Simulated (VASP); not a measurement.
**NbAs: single point with PBEsol**

NbAs:

```xyz
4
Lattice="-1.6492 1.6492 5.3588 1.6492 -1.6492 5.3588 1.6492 1.6492 -5.3588" Properties=species:S:1:pos:R:3 pbc="T T T"
Nb    0.0000    0.0000    8.0057
Nb    0.0000    1.6492   -0.0324
As    0.0000    0.0000    1.8115
As    0.0000    1.6492    4.4909
```

```json
{
 "Program": "VASP 6.6.1",
 "Task": "single point",
 "Functional": "PBEsol",
 "Potentials or basis": "VASP PAW PBE potentials, release 64 (Nb_sv, As)",
 "Cutoff": "520 eV",
 "k mesh": "18 × 18 × 18",
 "Occupations": "gaussian, width 0.1 eV",
 "Spin": "no spin polarisation",
 "Dipole correction": "no",
 "Further INCAR settings": "ALGO = Normal; EDIFF = 1e-07; NBANDS = 26"
}
```

```yaml
Pressure: 40.5 GPa
Largest_force: 0.012 eV/Å
Band_gap_on_the_k_mesh: zero (band 18 reaches 11.91 eV, above the bottom of band 19 at 11.85 eV)
```

Forces in eV/Å, atoms in the order of the input:
```
Nb   0.000  0.000 -0.012
Nb   0.000  0.000 -0.012
As   0.000  0.000  0.012
As   0.000  0.000  0.012
```

Stress tensor (GPa, compression positive):
```
40.58  0.00  0.00
 0.00 40.58  0.00
 0.00  0.00 40.42
```

Levels at points of the mesh, in eV from the Fermi level:
```tsv
k point	band 15	band 16	band 17	band 18	band 19	band 20	band 21	band 22
(0.00, 0.00, 0.00)	-2.54	-1.89	-1.54	-1.54	0.65	1.54	3.27	3.56
(0.50, 0.00, 0.00)	-2.80	-1.74	-1.64	-0.03	0.27	1.53	2.56	3.07
(0.50, 0.50, 0.00)	-2.89	-2.89	-0.73	-0.73	2.95	2.95	3.43	3.43
(0.50, 0.50, 0.50)	-3.13	-3.13	-0.51	-0.51	1.06	1.06	2.62	2.62
```

Run time: 16 min on 1 thread of Intel(R) Xeon(R) 6975P-C (Granite Rapids) (shared host), peak memory 0.8 GiB.

Caveat: the PAW data sets were made with another functional, which shifts forces and pressure a little.
